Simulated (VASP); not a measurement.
Runs of VASP 6.6.1 on C. The structure is that of space group I4_1/amd (No. 141), or close to it. The cells are those of the table. 

```csv
cell,gap on the mesh (eV),pressure (GPa)
"a = 2.559, b = 2.559, c = 2.652 Å, angles 58.8, 58.8, 62.4°, 2 atoms",(a),-26.7
"a = 2.526, b = 2.526, c = 2.589 Å, angles 59.2, 59.2, 61.6°, 2 atoms",2.87,-9.3
"a = 2.529, b = 2.529, c = 2.652 Å, angles 58.4, 58.4, 63.2°, 2 atoms",1.70,-17.6
"a = 2.589, b = 2.589, c = 2.652 Å, angles 59.2, 59.2, 61.6°, 2 atoms",2.80,-34.7
"a = 2.463, b = 2.463, c = 2.525 Å, angles 59.2, 59.2, 61.7°, 2 atoms",2.95,25.3
"a = 2.496, b = 2.496, c = 2.589 Å, angles 58.8, 58.8, 62.5°, 2 atoms",(b),1.6
```

Alike in all rows: task single point; level PBE; potentials or basis VASP PAW PBE potentials, release 64 (C); no spin polarisation; k mesh 12 × 12 × 12; cutoff (eV) 520; smearing gaussian 0.05 eV.

Task: Fill in the values left out.

Result: (a) 2.26; (b) 2.29.

A k mesh can miss the band edges.
